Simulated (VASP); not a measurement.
# Ti (P6/mmm) in VASP: settings compared

Aim: see how the results for Ti move with the level of theory and the settings. Levels: LDA, PBEsol. Tasks: single point.

Everything below comes from runs of VASP 6.6.1. Logs are shortened: lines on timing, memory, paths and dates and some standing lists are left out, and cuts for length are marked.

## 1. The cell of the first run

It takes space group P6/mmm (No. 191, hexagonal). Conventional cell: a = 4.449 Å, b = 4.449 Å, c = 2.772 Å, α = 90.00°, β = 90.00°, γ = 120.00°. Ti (site symmetry 6/mmm) has 14 Ti at 2.77 to 2.92 Å within 3.7 Å. Within 3.4 Å of Ti (site symmetry -6m2) lie 11 Ti at 2.57 to 2.92 Å.

This isn't the form of Ti at room conditions, which is hcp.

## 2. Single point, LDA

File INCAR:

```
PREC = Accurate
ENCUT = 520
EDIFF = 1E-6
ISMEAR = -1
SIGMA = 0.02
LREAL = F
LASPH = T
NELM = 100
ALGO = Normal
ISIF = 2
LWAVE = F
LCHARG = T
GGA = CA
LELF = T
LVHAR = T
NBANDS = 25
```

File KPOINTS:

```
Automatic mesh
0
Gamma
  7 7 10
```

File POSCAR:

```
Ti
1.0
    4.4490581415      0.0000000000      0.0000000000
   -2.2245290707      3.8529973734      0.0000000000
    0.0000000000      0.0000000000      2.7720899926
Ti
3
Direct
    0.0000000000      0.0000000000      0.0000000000
    0.3333333333      0.6666666667      0.5000000000
    0.6666666667      0.3333333333      0.5000000000
```

Potentials or basis: VASP PAW LDA potentials, release 64 (Ti_sv).

On the command line:

```
cat potpaw_LDA.64/Ti_sv/POTCAR > POTCAR
mpirun -np 1 vasp_std > vasp.out
```

OUTCAR:

```text
PREC = Accurate
   ENCUT = 520
   EDIFF = 1E-6
   ISMEAR = -1
   LREAL = F
   LASPH = T
   NELM = 100
   ISIF = 2
   GGA = CA

 ion  position               nearest neighbor table
   1  0.000  0.000  0.000-   2 2.92   3 2.92   2 2.92   3 2.92   2 2.92   2 2.92   3 2.92   3 2.92
                             3 2.92   3 2.92   2 2.92   2 2.92
   2  0.333  0.667  0.500-   3 2.57   3 2.57   3 2.57   1 2.92   1 2.92   1 2.92   1 2.92   1 2.92
                             1 2.92
   3  0.667  0.333  0.500-   2 2.57   2 2.57   2 2.57   1 2.92   1 2.92   1 2.92   1 2.92   1 2.92
                             1 2.92

  LATTYP: Found a hexagonal cell.
 ALAT       =     4.4490581415
 C/A-ratio  =     0.6230734471

  Lattice vectors:

 A1 = (   4.4490581415,   0.0000000000,   0.0000000000)
 A2 = (  -2.2245290707,   3.8529973734,   0.0000000000)
 A3 = (   0.0000000000,   0.0000000000,   2.7720899926)

Analysis of symmetry for initial positions (statically):
=====================================================================
 Subroutine PRICEL returns:
 Original cell was already a primitive cell.

 Routine SETGRP: Setting up the symmetry group for a
 hexagonal supercell.

 Subroutine GETGRP returns: Found 24 space group operations
 (whereof 24 operations were pure point group operations)
 out of a pool of 24 trial point group operations.

The static configuration has the point symmetry D_6h.

Analysis of symmetry for dynamics (positions and initial velocities):
=====================================================================
 Subroutine PRICEL returns:
 Original cell was already a primitive cell.

 Routine SETGRP: Setting up the symmetry group for a
 hexagonal supercell.

 Subroutine GETGRP returns: Found 24 space group operations
 (whereof 24 operations were pure point group operations)
 out of a pool of 24 trial point group operations.

The dynamic configuration has the point symmetry D_6h.

 Subroutine INISYM returns: Found 24 space group operations
 (whereof 24 operations are pure point group operations),
 and found     1 'primitive' translations

----------------------------------------------------------------------------------------

                                     Primitive cell

  volume of cell :      47.5197

[... 84 lines left out ...]
   ISPIN  =      1    spin polarized calculation?
   LNONCOLLINEAR =      F non collinear calculations
   LSORBIT =      F    spin-orbit coupling
   LASPH  =      T    aspherical Exc in radial PAW
   ENCUT  =  520.0 eV  38.22 Ry    6.18 a.u.   8.27  8.27  5.15*2*pi/ulx,y,z
   NELM   =    100;   NELMIN=  2; NELMDL= -5     # of ELM steps
   EDIFF  = 0.1E-05   stopping-criterion for ELM
   LREAL  =      F    real-space projection
   EDIFFG = 0.1E-04   stopping-criterion for IOM
   NSW    =      0    number of steps for IOM
   IBRION =     -1    ionic relax: 0-MD 1-quasi-New 2-CG
   NFREE  =      0    steps in history (QN), initial steepest desc. (CG)
   ISIF   =      2    stress and relaxation
   ISYM   =      2    0-nonsym 1-usesym 2-fastsym
   POTIM  = 0.5000    time-step for ionic-motion
   TEBEG  =    0.0;   TEEND  =   0.0 temperature during run
   PSTRESS=    0.0 pullay stress
   NELECT =      36.0000    total number of electrons
   NUPDOWN=      -1.0000    fix difference up-down
   EMIN   =  10.00;   EMAX   =-10.00  energy-range for DOS
   EFERMI =   0.00;   METHOD = LEGACY
   ISMEAR =    -1;   SIGMA  =   0.02  broadening in eV -4-tet -1-fermi 0-gaus
   EFERMI_NEDOS =   21; number of points for ismear=-14 and -15
   IALGO  =     38    algorithm
   IMIX   =      4    mixing-type and parameters
     AMIX     =   0.40;   BMIX     =  1.00
     AMIX_MAG =   1.60;   BMIX_MAG =  1.00
  volume/ion in A,a.u.               =      15.84       106.89
  Fermi-wavevector in a.u.,A,eV,Ry     =   1.492397  2.820221 30.303549  2.227248
  Thomas-Fermi vector in A             =   2.604930
   LORBIT       =      0    0 simple, 1 ext, 2 COOP (PROOUT), +10 PAW based schemes
   GGA     = CA    functional components
   LHFCALC =     F    Hartree Fock is set to
   AEXX    =    0.0000 exact exchange contribution
   IVDW    =     0    specifies the selected vdW correction
   LEPSILON=     F    determine dielectric tensor
   LRPA    =     F    only Hartree local field effects (RPA)
 non-spin polarized calculation
  energy-cutoff  :      520.00
  volume of cell :       47.52
 maximum number of plane-waves:      1301
 NGX is ok and might be reduce to    36
   NGX = 17   NGY = 17   NGZ = 11

 number of electron      36.0000004 magnetization

 Free energy of the ion-electron system (eV)
  ---------------------------------------------------
  ext. energy  EPLUGINS =         0.00000000
  ---------------------------------------------------
  free energy    TOTEN  =       -25.72466707 eV

  energy without entropy =      -25.72092661  energy(sigma->0) =      -25.72279684

 E-fermi :   9.0043     XC(G=0): -12.2319

 val. band max:        8.9954140500   @ k =   0.0000   0.0000   0.0000
 cond. band min:       9.0137785047   @ k =   0.2857   0.2857   0.4000
 fundamental gap:      0.0183644547
 Fermi energy:         9.0043288110

 k-point     1 :       0.0000    0.0000    0.0000
  band No.  band energies     occupation
      1     -47.0715      2.00000
      2     -46.8018      2.00000
      3     -46.5799      2.00000
      4     -23.8055      2.00000
      5     -23.8055      2.00000
      6     -23.7444      2.00000
[... 661 lines left out ...]
     24      11.6962      0.00000
     25      11.7829      0.00000

 [... further k-points ...]

------------------------ aborting loop because EDIFF is reached ----------------------------------------

  FORCE on cell =-STRESS in cart. coord.  units (eV):
  Direction    XX          YY          ZZ          XY          YZ          ZX
  --------------------------------------------------------------------------------------
  -------------------------------------------------------------------------------------
  Total       -0.0281283     -0.0281283     -0.0328692     -0.0000000      0.0000000     -0.0000000
  in kB       -0.9483743     -0.9483743     -1.1082195     -0.0000000      0.0000000     -0.0000000
  external PRESSURE =      -1.0016560 kB  Pullay stress =       0.0000000 kB

 VOLUME and BASIS-vectors are now :
 -----------------------------------------------------------------------------
  energy-cutoff  :      520.00
  volume of cell :       47.52
      direct lattice vectors                 reciprocal lattice vectors
     4.449058142  0.000000000  0.000000000     0.224766674  0.129769100  0.000000000
    -2.224529071  3.852997373  0.000000000     0.000000000  0.259538199  0.000000000
     0.000000000  0.000000000  2.772089993     0.000000000  0.000000000  0.360738649

 POSITION                                       TOTAL-FORCE (eV/Angst)
 -----------------------------------------------------------------------------------
      0.00000      0.00000      0.00000         0.000000      0.000000      0.000000
     -0.00000      2.56866      1.38604        -0.000000      0.000000      0.000000
      2.22453      1.28433      1.38604         0.000000     -0.000000      0.000000
 -----------------------------------------------------------------------------------
    total drift:                                0.000000      0.000000     -0.000000

  FREE ENERGIE OF THE ION-ELECTRON SYSTEM (eV)
  ---------------------------------------------------
  free  energy   TOTEN  =       -25.7246670662 eV

  energy  without entropy=      -25.7209266106  energy(sigma->0) =      -25.72279684
```

stdout:

```text
POSCAR found type information on POSCAR Ti
 POSCAR found :  1 types and       3 ions
 scaLAPACK will be used
 LDA part: xc-table for (Slater(with rela. corr.)+CA(PZ))
 , standard interpolation
 POSCAR, INCAR and KPOINTS ok, starting setup
 FFT: planning ... GRIDC
 FFT: planning ... GRID_SOFT
 FFT: planning ... GRID
 WAVECAR not read
 entering main loop
```

Run time: 24 s. Hardware: 1 thread of Intel Xeon 6975P-C (Granite Rapids), shared host; peak memory 0.17 GiB.

Results:

```
Free energy            : -25.7247 eV
Pressure               : -0.1 GPa
Band gap on the k mesh : zero (bands 18 and 19 overlap by 0.34 eV)
```

Levels at points of the mesh, in eV from the Fermi level:
| k point | band 16 | band 17 | band 18 | band 19 | band 20 | band 21 |
| --- | --- | --- | --- | --- | --- | --- |
| (0.00, 0.00, 0.00) | -0.72 | -0.60 | -0.60 | -0.01 | 0.71 | 1.34 |
| (0.00, 0.00, 0.50) | -1.82 | -1.82 | -1.68 | 1.11 | 1.11 | 1.32 |

## 3. Single point, PBEsol

This run uses another cell than the first one, of 16.47 Å³/atom.

File INCAR:

```
PREC = Accurate ; ENCUT = 520
EDIFF = 1E-7 ; ISMEAR = -1
SIGMA = 0.02 ; LREAL = F
LASPH = T ; NELM = 80
ALGO = Normal ; ISIF = 2
LWAVE = F ; LCHARG = F
GGA = PS ; NBANDS = 25
```

File KPOINTS:

```
regular mesh
0
Gamma
  7 7 10
```

File POSCAR:

```
Ti
1.0
    4.5147650887      0.0000000000      0.0000000000
   -2.2573825444      3.9099012589      0.0000000000
    0.0000000000      0.0000000000      2.7983453550
Ti
3
Direct
    0.0000000000      0.0000000000      0.0000000000
    0.3333333333      0.6666666667      0.5000000000
    0.6666666667      0.3333333333      0.5000000000
```

Potentials or basis: VASP PAW PBE potentials, release 64 (Ti_sv).

On the command line:

```
cat potpaw_PBE.64/Ti_sv/POTCAR > POTCAR
mpirun -np 1 vasp_std > vasp.out
```

Run time: 30 s. Hardware: 1 thread of Intel Xeon 6975P-C (Granite Rapids), shared host; peak memory 0.19 GiB.

The run converged. Its results:

| Item | Value |
| --- | --- |
| Free energy | -25.0629 eV |
| Pressure | -0.3 GPa |
| Band gap on the k mesh | zero (bands 18 and 19 overlap by 0.30 eV) |

Stress tensor (GPa, compression positive):
```
-0.30  0.00  0.00
 0.00 -0.30  0.00
 0.00  0.00 -0.20
```

Levels at points of the mesh, in eV from the Fermi level:
```
           k point  band 14  band 15  band 16  band 17  band 18  band 19  band 20  band 21  band 22  band 23
(0.00, 0.00, 0.00)    -2.07    -0.73    -0.73    -0.62    -0.62    -0.02     0.70     1.33     1.33     1.87
(0.00, 0.00, 0.50)    -2.22    -2.22    -1.74    -1.72    -1.72     1.08     1.08     1.29     1.29     3.08
```

Caveat: the PAW data sets were made with another functional, which shifts forces and pressure a little.
